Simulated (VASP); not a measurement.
# MgC2 (P4_2/mnm) in VASP: notebook, part 2 of 2

VASP 6.6.1. Earlier steps stand in the parts before.

### 5 Single point, LDA

This run uses another cell than the first one, of 11.55 Å³/atom.

Input file INCAR:

```
ALGO = Normal ; EDIFF = 1E-6
ENCUT = 520 ; GGA = CA
ISIF = 2 ; ISMEAR = -1
LASPH = T ; LCHARG = F
LREAL = F ; LWAVE = F
NBANDS = 19 ; NELM = 100
PREC = Accurate ; SIGMA = 0.05
```

Input file KPOINTS:

```
k-points
0
Gamma
  5 5 5
```

Input file POSCAR:

```
MgC2
1.0
    3.8342061332      0.0000000000      0.0000000000
    0.0000000000      3.8342061332      0.0000000000
    0.0000000000      0.0000000000      4.7134331960
Mg C
2 4
Direct
    0.0000000000      0.0000000000      0.5000000000
    0.5000000000      0.5000000000      0.0000000000
    0.3856190581      0.6143809419      0.5000000000
    0.1143809419      0.1143809419      0.0000000000
    0.6143809419      0.3856190581      0.5000000000
    0.8856190581      0.8856190581      0.0000000000
```

Potentials or basis: VASP PAW LDA potentials, release 64 (Mg, C).

The run is started by

```console
> cat potpaw_LDA.64/Mg/POTCAR potpaw_LDA.64/C/POTCAR > POTCAR
> mpirun -np 1 vasp_std > vasp.out
```

OUTCAR:

```text
EDIFF = 1E-6
   ENCUT = 520
   GGA = CA
   ISIF = 2
   ISMEAR = -1
   LASPH = T
   LREAL = F
   NELM = 100
   PREC = Accurate

 ion  position               nearest neighbor table
   1  0.000  0.000  0.500-   3 2.09   5 2.09   4 2.44   6 2.44   4 2.44   6 2.44   5 2.78   3 2.78
                             5 2.78   3 2.78   2 3.59   2 3.59   2 3.59   2 3.59   2 3.59   2 3.59
   2  0.500  0.500  0.000-   4 2.09   6 2.09   5 2.44   3 2.44   3 2.44   5 2.44   4 2.78   4 2.78
                             6 2.78   6 2.78   1 3.59   1 3.59   1 3.59   1 3.59   1 3.59   1 3.59
   3  0.386  0.614  0.500-   5 1.24   1 2.09   2 2.44   2 2.44   1 2.78   1 2.78
   4  0.114  0.114  0.000-   6 1.24   2 2.09   1 2.44   1 2.44   2 2.78   2 2.78
   5  0.614  0.386  0.500-   3 1.24   1 2.09   2 2.44   2 2.44   1 2.78   1 2.78
   6  0.886  0.886  0.000-   4 1.24   2 2.09   1 2.44   1 2.44   2 2.78   2 2.78

  LATTYP: Found a simple tetragonal cell.
 ALAT       =     3.8342061332
 C/A-ratio  =     1.2293113704

  Lattice vectors:

 A1 = (   3.8342061332,   0.0000000000,   0.0000000000)
 A2 = (   0.0000000000,   3.8342061332,   0.0000000000)
 A3 = (   0.0000000000,   0.0000000000,   4.7134331960)

Analysis of symmetry for initial positions (statically):
=====================================================================
 Subroutine PRICEL returns:
 Original cell was already a primitive cell.

 Routine SETGRP: Setting up the symmetry group for a
 simple tetragonal supercell.

 Subroutine GETGRP returns: Found 16 space group operations
 (whereof  8 operations were pure point group operations)
 out of a pool of 16 trial point group operations.

The static configuration has the point symmetry D_2h.
 The point group associated with its full space group is D_4h.

Analysis of symmetry for dynamics (positions and initial velocities):
=====================================================================
[... 133 lines left out ...]
  volume/ion in A,a.u.               =      11.55        77.94
  Fermi-wavevector in a.u.,A,eV,Ry     =   1.081904  2.044502 15.925842  1.170516
  Thomas-Fermi vector in A             =   2.217932
   LORBIT       =      0    0 simple, 1 ext, 2 COOP (PROOUT), +10 PAW based schemes
   GGA     = CA    functional components
   LHFCALC =     F    Hartree Fock is set to
   AEXX    =    0.0000 exact exchange contribution
   IVDW    =     0    specifies the selected vdW correction
   LEPSILON=     F    determine dielectric tensor
   LRPA    =     F    only Hartree local field effects (RPA)
 non-spin polarized calculation
  energy-cutoff  :      520.00
  volume of cell :       69.29
 maximum number of plane-waves:      1875
 NGX is ok and might be reduce to    30
   NGX = 15   NGY = 15   NGZ = 17

 number of electron      19.9999999 magnetization

 Free energy of the ion-electron system (eV)
  ---------------------------------------------------
  ext. energy  EPLUGINS =         0.00000000
  ---------------------------------------------------
  free energy    TOTEN  =       -41.13982632 eV

  energy without entropy =      -41.13982632  energy(sigma->0) =      -41.13982632

 E-fermi :   2.7880     XC(G=0): -10.3561

 val. band max:        1.6624991513   @ k =   0.4000   0.4000   0.4000
 cond. band min:       3.7758829681   @ k =   0.0000   0.0000   0.0000
 fundamental gap:      2.1133838168
 Fermi energy:         2.7880288092

 k-point     1 :       0.0000    0.0000    0.0000
  band No.  band energies     occupation
      1     -11.5312      2.00000
      2     -10.3518      2.00000
      3      -2.2790      2.00000
      4      -1.5327      2.00000
      5      -1.3148      2.00000
      6      -1.3148      2.00000
[... 373 lines left out ...]
      6      -1.1679      2.00000
[... 11 lines left out ...]
     18      13.3087      0.00000
     19      13.3288      0.00000

------------------------ aborting loop because EDIFF is reached ----------------------------------------

  FORCE on cell =-STRESS in cart. coord.  units (eV):
  Direction    XX          YY          ZZ          XY          YZ          ZX
  --------------------------------------------------------------------------------------
  -------------------------------------------------------------------------------------
  Total        2.0976316      2.0976316      1.9020766     -0.0000000      0.0000000      0.0000000
  in kB       48.5010926     48.5010926     43.9795032     -0.0000000      0.0000000      0.0000000
  external PRESSURE =      46.9938962 kB  Pullay stress =       0.0000000 kB

 VOLUME and BASIS-vectors are now :
 -----------------------------------------------------------------------------
  energy-cutoff  :      520.00
  volume of cell :       69.29
      direct lattice vectors                 reciprocal lattice vectors
     3.834206133  0.000000000  0.000000000     0.260810182  0.000000000  0.000000000
     0.000000000  3.834206133  0.000000000     0.000000000  0.260810182  0.000000000
     0.000000000  0.000000000  4.713433196     0.000000000  0.000000000  0.212159578

 POSITION                                       TOTAL-FORCE (eV/Angst)
 -----------------------------------------------------------------------------------
      0.00000      0.00000      2.35672         0.000000     -0.000000      0.000000
      1.91710      1.91710      0.00000         0.000000     -0.000000      0.000000
      1.47854      2.35566      2.35672        -0.081060      0.081060     -0.000000
      0.43856      0.43856      0.00000         0.081060      0.081060     -0.000000
      2.35566      1.47854      2.35672         0.081060     -0.081060      0.000000
      3.39565      3.39565      0.00000        -0.081060     -0.081060      0.000000
 -----------------------------------------------------------------------------------
    total drift:                                0.000000     -0.000000      0.000000

  FREE ENERGIE OF THE ION-ELECTRON SYSTEM (eV)
  ---------------------------------------------------
  free  energy   TOTEN  =       -41.1398263199 eV

  energy  without entropy=      -41.1398263198  energy(sigma->0) =      -41.13982632
```

stdout:

```text
POSCAR found type information on POSCAR MgC
 POSCAR found :  2 types and       6 ions
 scaLAPACK will be used
 LDA part: xc-table for (Slater(with rela. corr.)+CA(PZ))
 , standard interpolation
 POSCAR, INCAR and KPOINTS ok, starting setup
 FFT: planning ... GRIDC
 FFT: planning ... GRID_SOFT
 FFT: planning ... GRID
 WAVECAR not read
 entering main loop
```

It took 35 s on 1 thread of Intel Xeon 8259CL, shared host; peak memory 0.16 GiB.

What came out:

| Item | Value |
| --- | --- |
| Free energy | -41.1398 eV |
| Pressure | 4.7 GPa |
| Largest force | 0.115 eV/Å |
| Band gap on the k mesh | 2.11 eV (least direct gap 2.43 eV) |

Forces in eV/Å, atoms in the order of the input:
```
Mg   0.000  0.000  0.000
Mg   0.000  0.000  0.000
C   -0.081  0.081  0.000
C    0.081  0.081  0.000
C    0.081 -0.081  0.000
C   -0.081 -0.081  0.000
```

Stress tensor (GPa, compression positive):
```
4.85 0.00 0.00
0.00 4.85 0.00
0.00 0.00 4.40
```

Caveat: the cell stands under pressure. A k mesh can miss the band edges.

### 6 The runs side by side

```tsv
level	potentials or basis	cell	cutoff (eV)	gap on the mesh (eV)	pressure (GPa)	largest force (eV/Å)
PBE	VASP PAW PBE potentials, release 64 (Mg_sv, C)	a = 3.951, b = 3.951, c = 5.037 Å, 6 atoms, atomic positions A	840	2.70	-0.8	0.01
PBE	VASP PAW PBE potentials, release 64 (Mg_sv, C)	a = 3.951, b = 3.951, c = 5.187 Å, 6 atoms, atomic positions A	840	2.84	-2.2	0.05
LDA	VASP PAW LDA potentials, release 64 (Mg_sv, C_h)	a = 3.792, b = 3.792, c = 4.617 Å, 6 atoms, atomic positions B	1300	1.92	10.3	0.03
LDA	VASP PAW LDA potentials, release 64 (Mg, C)	a = 3.834, b = 3.834, c = 4.713 Å, 6 atoms, atomic positions C	520	2.11	4.7	0.11
```

Alike in all rows: task single point; no spin polarisation; k mesh 5 × 5 × 5; smearing fermi-dirac 0.05 eV.

Caveats: the cell stands under pressure (at least some runs).

Absolute energies hang on the potentials; compare differences alone.
